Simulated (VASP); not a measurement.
Input of a VASP 6.6.1 run:

File INCAR:

```
ALGO     = Normal         # electronic algorithm
EDIFF    = 1E-6           # SCF threshold, eV
ENCUT    = 520            # plane-wave cutoff, eV
GGA      = PE             # functional
ISIF     = 2              # what is computed and relaxed
ISMEAR   = -1             # smearing method
LASPH    = True           # aspherical terms in the spheres
LCHARG   = False          # write CHGCAR
LREAL    = False          # projectors in reciprocal space
LWAVE    = False          # write WAVECAR
NBANDS   = 47             # bands
NELM     = 100            # most SCF steps
PREC     = Accurate       # precision mode
SIGMA    = 0.1            # smearing width, eV
```

KPOINTS

```
k-points
0
Gamma
  3 3 3
```

The input POSCAR:

```
RbCdN3O6
1.0
    5.6135740000     -0.0379950000      0.4671900000
    0.0969270000      5.5088160000      0.1803260000
   -0.1866000000     -0.5329310000      5.7113950000
Cd N O Rb
1 3 6 1
Direct
    0.2722886856      0.1562275915      0.4464113500
    0.9887534799      0.7589318709      0.3458671854
    0.6455505267      0.2447491055      0.1586680001
    0.1671796339      0.8317305034      0.1237802169
    0.5824965801      0.4640086177      0.3543012880
    0.8291872017      0.1074903705      0.3747665365
    0.9428605920      0.2050412243      0.0458453138
    0.1471740208      0.5095632289      0.1540765908
    0.8976833098      0.1622480929      0.6859695022
    0.2370713332      0.5125353897      0.7271703651
    0.7186691163      0.6896929636      0.8888163754
```

Potentials or basis: VASP PAW PBE potentials, release 64 (Cd, N, O, Rb_sv).

Launch:

```sh
$ cat potpaw_PBE.64/Cd/POTCAR potpaw_PBE.64/N/POTCAR potpaw_PBE.64/O/POTCAR potpaw_PBE.64/Rb_sv/POTCAR > POTCAR
$ mpirun -np 1 vasp_std > vasp.out
```

(1) What does it give for the band gap on the k mesh?

(2) Estimate the largest force.

## Answers

(1) 0.09 eV, indirect (least direct gap 0.13 eV).

(2) 7.769 eV/Å.
